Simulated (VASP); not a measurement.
Set up this calculation in VASP 6.6.1, as the native input.

```
Task                   : single point
Functional             : PBE
Potentials or basis    : VASP PAW PBE potentials, release 64 (Ti_sv)
Cutoff                 : 520 eV
k mesh                 : 16 × 16 × 10
Occupations            : gaussian, width 0.05 eV
Spin                   : no spin polarisation
Dipole correction      : no
Further INCAR settings : ALGO = Fast; EDIFF = 1e-07; NBANDS = 19
```

The structure of Ti lies in POSCAR:

```
Ti
1.0
    2.9393077456      0.0000000000      0.0000000000
   -1.4696538728      2.5455151772      0.0000000000
    0.0000000000      0.0000000000      4.6470736703
Ti
2
Direct
    0.3333333333      0.6666666667      0.7500000000
    0.6666666667      0.3333333333      0.2500000000
```

The input as run:

INCAR

```
SYSTEM = Ti
  ALGO = Fast
  EDIFF = 1E-7
  ENCUT = 520
  GGA = PE
  ISIF = 2
  ISMEAR = 0
  LASPH = .True.
  LCHARG = .True.
  LELF = .True.
  LREAL = .False.
  LVHAR = .True.
  LWAVE = .False.
  NBANDS = 19
  NELM = 100
  PREC = Accurate
  SIGMA = 0.05
```

KPOINTS

```
k-points
0
Gamma
  16 16 10
  0 0 0
```

Potentials or basis: VASP PAW PBE potentials, release 64 (Ti_sv).

The run is started by

```sh
$ cat potpaw_PBE.64/Ti_sv/POTCAR > POTCAR
$ mpirun -np 1 vasp_std > vasp.out
```

Results of the run:

The pressure is -0.2 GPa and the band gap on the k mesh is zero (band 12 reaches 9.10 eV, above the bottom of band 13 at 8.03 eV).

Run time: 2.6 min on 1 thread of Intel(R) Xeon(R) 6975P-C (Granite Rapids), with other jobs on the host, peak memory 0.22 GiB.
